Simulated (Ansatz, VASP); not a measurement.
Two plane-wave programs on Be

INCAR

```
SYSTEM = Be
ALGO = Normal
EDIFF = 1E-7
ENCUT = 520
GGA = PE
ISIF = 2
ISMEAR = 1
LASPH = .TRUE.
LCHARG = .TRUE.
LELF = .TRUE.
LREAL = .FALSE.
LVHAR = .TRUE.
LWAVE = .FALSE.
NBANDS = 9
NELM = 80
PREC = Accurate
SIGMA = 0.2
```

Contents of KPOINTS:

```
k-points
0
G
  16 16 9
  0 0 0
```

Contents of POSCAR:

```
Be
1.0
    2.2656737714      0.0000000000      0.0000000000
   -1.1328368857      1.9621310427      0.0000000000
    0.0000000000      0.0000000000      3.5587036811
Be
2
Direct
    0.3333333333      0.6666666667      0.2500000000
    0.6666666667      0.3333333333      0.7500000000
```

Input for Ansatz:

```yaml
crystal:
  lattice:
    - [2.2656737714, 0.0, 0.0]
    - [-1.1328368857, 1.9621310427, 0.0]
    - [0.0, 0.0, 3.5587036811]
  atoms:
    - { symbol: Be, position: [0.3333333333, 0.6666666667, 0.25] }
    - { symbol: Be, position: [0.6666666667, 0.3333333333, 0.75] }
hamiltonian:
  xc: pbe
  pseudopotentials:
    kind: paw
    azcp:
      Be: "pseudopotentials/Be.paw.azcp"
basis:
  ecutwfc: 420
  fft_grid_basis: typed
kpoints:
  mp_grid: { grid: [16, 16, 9], shift: [0, 0, 0] }
magnetization:
  spin_polarized: false
scf:
  occupations: { method: cold, width: 0.2 }
  lower_state_search: "off"
output:
  stress: true
```

Alike in both runs: task single point; functional PBE; k mesh 16 × 16 × 9; no spin polarisation.

```csv
,VASP,Ansatz
version,VASP 6.6.1,Ansatz 0.2.0
potentials or method,"VASP PAW PBE potentials, release 64 (Be), cutoff 520 eV","plane waves (420 eV) with PAW, scalar-relativistic"
occupations,"methfessel-paxton of order 1, width 0.2 eV","cold, width 0.2 eV"
valence electrons in the cell,4,4
```

```tsv
	VASP	Ansatz	Ansatz less VASP
pressure (GPa)	0.1	0.0	-0.15
traceless stress, the component that is largest in VASP (GPa)	-0.06	-0.10	-0.040
```
